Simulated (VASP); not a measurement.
**Ba4Er: single point with PBE**

The system is Ba4Er.

```
CELL_PARAMETERS angstrom
6.41001 0.00000 0.00000
-3.20500 5.55123 0.00000
0.00000 0.00000 11.23140
ATOMIC_POSITIONS crystal
Ba 0.00000 0.00000 0.70013
Ba 0.00000 0.00000 0.29987
Ba 0.33333 0.66667 0.00000
Ba 0.66667 0.33333 0.00000
Er 0.00000 0.00000 0.00000
```

The cell was generated, and may not be a known phase.

```json
{
  "Program": "VASP 6.6.1",
  "Task": "single point",
  "Functional": "PBE",
  "Potentials or basis": "VASP PAW PBE potentials, release 64 (Ba_sv, Er_3), 4f in core",
  "Cutoff": "500 eV",
  "k mesh": "4 × 4 × 2",
  "Occupations": "gaussian, width 0.2 eV",
  "Spin": "no spin polarisation",
  "Dipole correction": "no",
  "Further INCAR settings": "ALGO = Normal; EDIFF = 1e-06; NBANDS = 32"
}
```

```json
{"Pressure": "0.3 GPa", "Largest force": "0.071 eV/Å", "Band gap on the k mesh": "zero (an odd number of electrons rules out a gap without spin polarisation)"}
```

Forces in eV/Å, atoms in the order of the input:
```
Ba   0.000  0.000 -0.071
Ba   0.000  0.000  0.071
Ba   0.000  0.000  0.000
Ba   0.000  0.000  0.000
Er   0.000  0.000  0.000
```

Stress tensor (GPa, compression positive):
```
0.19 0.00 0.00
0.00 0.19 0.00
0.00 0.00 0.41
```

Levels at points of the mesh, in eV from the Fermi level:
```csv
k point,band 22,band 23,band 24,band 25,band 26,band 27,band 28,band 29
"(0.00, 0.00, 0.00)",-0.49,0.06,0.25,0.25,0.45,0.45,0.83,0.83
"(0.50, 0.00, 0.00)",-0.61,-0.32,-0.12,-0.09,0.22,0.29,0.53,0.56
"(0.00, 0.00, 0.50)",-0.24,0.14,0.14,0.55,0.55,0.65,0.73,0.75
"(0.50, 0.00, 0.50)",-0.59,-0.48,-0.37,-0.14,0.32,0.67,0.77,0.82
```

Wall time 92 s on 1 thread of Intel(R) Xeon(R) Platinum 8488C (Sapphire Rapids), with other jobs on the host, peak memory 0.48 GiB.

Caveat: spin-orbit coupling is left out, which moves the levels of the heavy elements; the 4f electrons are frozen in the core, so they carry no moment and show no levels. Spin polarisation is off, so any magnetic state and its effect on volume and gap are missing.
